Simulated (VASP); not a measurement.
# Cr (Im-3m) in VASP: notebook

The runs below take Cr through single point, with PBE.

Program: VASP 6.6.1. These are calculated values, not measurements. Logs are shortened: lines on timing, memory, paths and dates and some standing lists are left out, and cuts for length are marked.

## 1. The cell of the first run

The structure is cubic, space group Im-3m (No. 229). Conventional cell: a = 2.850 Å, b = 2.850 Å, c = 2.850 Å, α = 90.00°, β = 90.00°, γ = 90.00°. Cr (site symmetry m-3m) has 14 Cr at 2.47 to 2.85 Å within 3.3 Å.

## 2. Single point, PBE

The input, INCAR:

```
PREC = Accurate ; ENCUT = 500
EDIFF = 1E-6 ; ISMEAR = -1
SIGMA = 0.1 ; LREAL = F
LASPH = T ; NELM = 120
ALGO = Normal ; ISIF = 2
LWAVE = F ; LCHARG = F
GGA = PE ; NBANDS = 19
GGA_COMPAT = F
```

The input, KPOINTS:

```
regular mesh
0
Gamma
  4 8 8
```

The input, POSCAR:

```
Cr
1.0
   -2.8500000000      2.8500000000      2.8500000000
    0.0000000000      0.0000000000      2.8500000000
    0.0000000000      2.8500000000      0.0000000000
Cr
2
Direct
    0.0000000000      0.0000000000      0.0000000000
    0.5000000000      0.0000000000      0.0000000000
```

Potentials or basis: VASP PAW PBE potentials, release 64 (Cr_pv).

Started as:

```sh
$ cat potpaw_PBE.64/Cr_pv/POTCAR > POTCAR
$ mpirun -np 1 vasp_std > vasp.out
```

OUTCAR:

```text
PREC = Accurate
   ENCUT = 500
   EDIFF = 1E-6
   ISMEAR = -1
   LREAL = F
   LASPH = T
   NELM = 120
   ISIF = 2
   GGA = PE

 ion  position               nearest neighbor table
   1  0.000  0.000  0.000-   2 2.47   2 2.47   2 2.47   2 2.47   2 2.47   2 2.47   2 2.47   2 2.47

   2  0.500  0.000  0.000-   1 2.47   1 2.47   1 2.47   1 2.47   1 2.47   1 2.47   1 2.47   1 2.47

  LATTYP: Found a simple cubic cell.
 ALAT       =     2.8500000000

  Lattice vectors:

 A1 = (  -2.8500000000,   0.0000000000,   0.0000000000)
 A2 = (   0.0000000000,   0.0000000000,   2.8500000000)
 A3 = (   0.0000000000,   2.8500000000,   0.0000000000)

Analysis of symmetry for initial positions (statically):
=====================================================================
 Subroutine PRICEL returns following result:

  LATTYP: Found a body centered cubic cell.
 ALAT       =     2.8500000000

  Lattice vectors:

 A1 = (  -1.4250000000,  -1.4250000000,   1.4250000000)
 A2 = (   1.4250000000,   1.4250000000,   1.4250000000)
 A3 = (  -1.4250000000,   1.4250000000,  -1.4250000000)

   2 primitive cells build up your supercell.

 Routine SETGRP: Setting up the symmetry group for a
 simple cubic supercell.

 Subroutine GETGRP returns: Found 48 space group operations
 (whereof 48 operations were pure point group operations)
 out of a pool of 48 trial point group operations.

The static configuration has the point symmetry O_h .

Analysis of symmetry for dynamics (positions and initial velocities):
=====================================================================
 Subroutine PRICEL returns following result:

  LATTYP: Found a body centered cubic cell.
 ALAT       =     2.8500000000

  Lattice vectors:

 A1 = (  -1.4250000000,  -1.4250000000,   1.4250000000)
 A2 = (   1.4250000000,   1.4250000000,   1.4250000000)
 A3 = (  -1.4250000000,   1.4250000000,  -1.4250000000)

   2 primitive cells build up your supercell.

 Routine SETGRP: Setting up the symmetry group for a
 simple cubic supercell.
[... 82 lines left out ...]
   dimension x,y,z NGX =    36 NGY =   24 NGZ =   24
   dimension x,y,z NGXF=    72 NGYF=   48 NGZF=   48
   ions per type =               2
   NGX,Y,Z   is equivalent  to a cutoff of  12.12, 14.00, 14.00 a.u.
   NGXF,Y,Z  is equivalent  to a cutoff of  24.25, 28.00, 28.00 a.u.
 SYSTEM =  unknown system
   PREC   = accura    normal or accurate (medium, high low for compatibility)
   ISTART =      0    job   : 0-new  1-cont  2-samecut
   ICHARG =      2    charge: 1-file 2-atom 10-const
   ISPIN  =      1    spin polarized calculation?
   LNONCOLLINEAR =      F non collinear calculations
   LSORBIT =      F    spin-orbit coupling
   LASPH  =      T    aspherical Exc in radial PAW
   ENCUT  =  500.0 eV  36.75 Ry    6.06 a.u.   9.00  5.20  5.20*2*pi/ulx,y,z
   NELM   =    120;   NELMIN=  2; NELMDL= -5     # of ELM steps
   EDIFF  = 0.1E-05   stopping-criterion for ELM
   LREAL  =      F    real-space projection
   EDIFFG = 0.1E-04   stopping-criterion for IOM
   NSW    =      0    number of steps for IOM
   IBRION =     -1    ionic relax: 0-MD 1-quasi-New 2-CG
   NFREE  =      0    steps in history (QN), initial steepest desc. (CG)
   ISIF   =      2    stress and relaxation
   ISYM   =      2    0-nonsym 1-usesym 2-fastsym
   POTIM  = 0.5000    time-step for ionic-motion
   TEBEG  =    0.0;   TEEND  =   0.0 temperature during run
   PSTRESS=    0.0 pullay stress
   NELECT =      24.0000    total number of electrons
   NUPDOWN=      -1.0000    fix difference up-down
   EMIN   =  10.00;   EMAX   =-10.00  energy-range for DOS
   EFERMI =   0.00;   METHOD = LEGACY
   ISMEAR =    -1;   SIGMA  =   0.10  broadening in eV -4-tet -1-fermi 0-gaus
   EFERMI_NEDOS =   21; number of points for ismear=-14 and -15
   IALGO  =     38    algorithm
   IMIX   =      4    mixing-type and parameters
     AMIX     =   0.40;   BMIX     =  1.00
     AMIX_MAG =   1.60;   BMIX_MAG =  1.00
  volume/ion in A,a.u.               =      11.57        78.11
  Fermi-wavevector in a.u.,A,eV,Ry     =   1.656916  3.131116 37.353017  2.745369
  Thomas-Fermi vector in A             =   2.744758
   LORBIT       =      0    0 simple, 1 ext, 2 COOP (PROOUT), +10 PAW based schemes
   GGA     = PE    functional components
   LHFCALC =     F    Hartree Fock is set to
   AEXX    =    0.0000 exact exchange contribution
   IVDW    =     0    specifies the selected vdW correction
   LEPSILON=     F    determine dielectric tensor
   LRPA    =     F    only Hartree local field effects (RPA)
 non-spin polarized calculation
  energy-cutoff  :      500.00
  volume of cell :       23.15
 maximum number of plane-waves:       624
   NGX = 19   NGY = 11   NGZ = 11

 number of electron      23.9999993 magnetization

 Free energy of the ion-electron system (eV)
  ---------------------------------------------------
  ext. energy  EPLUGINS =         0.00000000
  ---------------------------------------------------
  free energy    TOTEN  =       -19.04100161 eV

  energy without entropy =      -18.99952295  energy(sigma->0) =      -19.02026228

 E-fermi :  10.8026     XC(G=0): -13.6649

 val. band max:       10.6049750379   @ k =   0.0000   0.3750   0.0000
 cond. band min:      10.9369948451   @ k =   0.5000   0.1250   0.0000
 fundamental gap:      0.3320198072
 Fermi energy:        10.8026298294

 k-point     1 :       0.0000    0.0000    0.0000
  band No.  band energies     occupation
      1     -32.4344      2.00000
      2     -32.4344      2.00000
      3     -32.4344      2.00000
      4     -31.8104      2.00000
      5     -31.8104      2.00000
      6     -31.8104      2.00000
[... 395 lines left out ...]
      6     -32.2596      2.00000
[... 11 lines left out ...]
     18      18.0060      0.00000
     19      21.1816      0.00000

------------------------ aborting loop because EDIFF is reached ----------------------------------------

  FORCE on cell =-STRESS in cart. coord.  units (eV):
  Direction    XX          YY          ZZ          XY          YZ          ZX
  --------------------------------------------------------------------------------------
  -------------------------------------------------------------------------------------
  Total       -0.0715357     -0.0715357     -0.0715357      0.0000000      0.0000000     -0.0000000
  in kB       -4.9510662     -4.9510662     -4.9510662      0.0000000      0.0000000     -0.0000000
  external PRESSURE =      -4.9510662 kB  Pullay stress =       0.0000000 kB

 VOLUME and BASIS-vectors are now :
 -----------------------------------------------------------------------------
  energy-cutoff  :      500.00
  volume of cell :       23.15
      direct lattice vectors                 reciprocal lattice vectors
    -2.850000000  2.850000000  2.850000000    -0.350877193  0.000000000  0.000000000
     0.000000000  0.000000000  2.850000000     0.350877193  0.000000000  0.350877193
     0.000000000  2.850000000  0.000000000     0.350877193  0.350877193  0.000000000

 POSITION                                       TOTAL-FORCE (eV/Angst)
 -----------------------------------------------------------------------------------
      0.00000      0.00000      0.00000         0.000000     -0.000000      0.000000
     -1.42500      1.42500      1.42500        -0.000000      0.000000     -0.000000
 -----------------------------------------------------------------------------------
    total drift:                               -0.000000     -0.000000      0.000000

  FREE ENERGIE OF THE ION-ELECTRON SYSTEM (eV)
  ---------------------------------------------------
  free  energy   TOTEN  =       -19.0410016065 eV

  energy  without entropy=      -18.9995229550  energy(sigma->0) =      -19.02026228
```

It took 13 s on 1 thread of AMD EPYC 7R43 (Zen 3), shared host; peak memory 0.11 GiB.

Results:

```yaml
Free_energy: -19.0410 eV
Pressure: -0.5 GPa
Band_gap_on_the_k_mesh: zero (band 12 reaches 12.05 eV, above the bottom of band 13 at 10.52 eV)
```

Caveat: the k points lie up to 0.55 Å⁻¹ apart; the run has no spin polarisation, though such a crystal can be magnetic. Spin polarisation is off, so any magnetic state and its effect on volume and gap are missing.

## 3. Single point, PBE

The input, INCAR:

```
SYSTEM = Cr
PREC     = Accurate       ! precision mode
ENCUT    = 500            ! plane-wave cutoff, eV
EDIFF    = 1E-6           ! SCF threshold, eV
ISMEAR   = -1             ! smearing method
SIGMA    = 0.1            ! smearing width, eV
LREAL    = .FALSE.        ! projectors in reciprocal space
LASPH    = .TRUE.         ! aspherical terms in the spheres
NELM     = 120            ! most SCF steps
ALGO     = Normal         ! electronic algorithm
ISIF     = 2              ! what is computed and relaxed
LWAVE    = .FALSE.        ! write WAVECAR
LCHARG   = .TRUE.         ! write CHGCAR
GGA      = PE             ! functional
LELF     = .TRUE.         ! ELF
LVHAR    = .TRUE.       
NBANDS   = 19             ! bands
GGA_COMPAT= .FALSE.
```

The input, KPOINTS:

```
regular mesh
0
G
  4 8 8
  0 0 0
```

POSCAR is that of step 2.

Potentials or basis: VASP PAW PBE potentials, release 64 (Cr_pv).

Started as:

```sh
$ cat potpaw_PBE.64/Cr_pv/POTCAR > POTCAR
$ mpirun -np 1 vasp_std > vasp.out
```

OUTCAR:

```text
SYSTEM = Cr
   PREC = Accurate
   ENCUT = 500
   EDIFF = 1E-6
   ISMEAR = -1
   LREAL = .FALSE.
   LASPH = .TRUE.
   NELM = 120
   ISIF = 2
   GGA = PE

 ion  position               nearest neighbor table
   1  0.000  0.000  0.000-   2 2.47   2 2.47   2 2.47   2 2.47   2 2.47   2 2.47   2 2.47   2 2.47

   2  0.500  0.000  0.000-   1 2.47   1 2.47   1 2.47   1 2.47   1 2.47   1 2.47   1 2.47   1 2.47

  LATTYP: Found a simple cubic cell.
 ALAT       =     2.8500000000

[... 615 lines left out ...]

------------------------ aborting loop because EDIFF is reached ----------------------------------------

  FORCE on cell =-STRESS in cart. coord.  units (eV):
  Direction    XX          YY          ZZ          XY          YZ          ZX
  --------------------------------------------------------------------------------------
  -------------------------------------------------------------------------------------
  Total       -0.0715357     -0.0715357     -0.0715357      0.0000000      0.0000000     -0.0000000
  in kB       -4.9510662     -4.9510662     -4.9510662      0.0000000      0.0000000     -0.0000000
  external PRESSURE =      -4.9510662 kB  Pullay stress =       0.0000000 kB

 VOLUME and BASIS-vectors are now :
 -----------------------------------------------------------------------------
  energy-cutoff  :      500.00
  volume of cell :       23.15
      direct lattice vectors                 reciprocal lattice vectors
    -2.850000000  2.850000000  2.850000000    -0.350877193  0.000000000  0.000000000
     0.000000000  0.000000000  2.850000000     0.350877193  0.000000000  0.350877193
     0.000000000  2.850000000  0.000000000     0.350877193  0.350877193  0.000000000

 POSITION                                       TOTAL-FORCE (eV/Angst)
 -----------------------------------------------------------------------------------
      0.00000      0.00000      0.00000         0.000000     -0.000000      0.000000
     -1.42500      1.42500      1.42500        -0.000000      0.000000     -0.000000
 -----------------------------------------------------------------------------------
    total drift:                               -0.000000     -0.000000      0.000000

  FREE ENERGIE OF THE ION-ELECTRON SYSTEM (eV)
  ---------------------------------------------------
  free  energy   TOTEN  =       -19.0410016065 eV

  energy  without entropy=      -18.9995229550  energy(sigma->0) =      -19.02026228
```

OSZICAR:

```text
N       E                     dE             d eps       ncg     rms          rms(c)
DAV:   1     0.239191375236E+03    0.23919E+03   -0.13518E+04   722   0.153E+03
DAV:   2    -0.142911442684E+02   -0.25348E+03   -0.24714E+03   731   0.435E+02
DAV:   3    -0.222622886364E+02   -0.79711E+01   -0.78850E+01   752   0.933E+01
DAV:   4    -0.223768475683E+02   -0.11456E+00   -0.11425E+00   948   0.102E+01
DAV:   5    -0.223793159833E+02   -0.24684E-02   -0.24682E-02   814   0.130E+00    0.182E+01
DAV:   6    -0.190769130471E+02    0.33024E+01   -0.14864E+01   743   0.446E+01    0.273E+00
DAV:   7    -0.190607966545E+02    0.16116E-01   -0.27261E-01   796   0.426E+00    0.159E+00
DAV:   8    -0.190410760172E+02    0.19721E-01   -0.14333E-02   995   0.146E+00    0.171E-01
DAV:   9    -0.190410573727E+02    0.18645E-04   -0.13322E-03   838   0.368E-01    0.865E-02
DAV:  10    -0.190410012017E+02    0.56171E-04   -0.59243E-05   798   0.728E-02    0.184E-02
DAV:  11    -0.190410016065E+02   -0.40484E-06   -0.17952E-06   682   0.126E-02
   1 F= -.19041002E+02 E0= -.19020262E+02  d E =-.414787E-01
```

stdout:

```text
POSCAR found type information on POSCAR Cr
 POSCAR found :  1 types and       2 ions
 scaLAPACK will be used
 LDA part: xc-table for (Slater+PW92), standard interpolation
 POSCAR, INCAR and KPOINTS ok, starting setup
 FFT: planning ... GRIDC
 FFT: planning ... GRID_SOFT
 FFT: planning ... GRID
 WAVECAR not read
 entering main loop
```

It took 17 s on 1 thread of AMD EPYC 7R43 (Zen 3), shared host; peak memory 0.11 GiB.

What came out:

```
Free energy            : -19.0410 eV
Pressure               : -0.5 GPa
Band gap on the k mesh : zero (band 12 reaches 12.05 eV, above the bottom of band 13 at 10.52 eV)
```

Caveat: the k points lie up to 0.55 Å⁻¹ apart; the run has no spin polarisation, though such a crystal can be magnetic. Spin polarisation is off, so any magnetic state and its effect on volume and gap are missing.
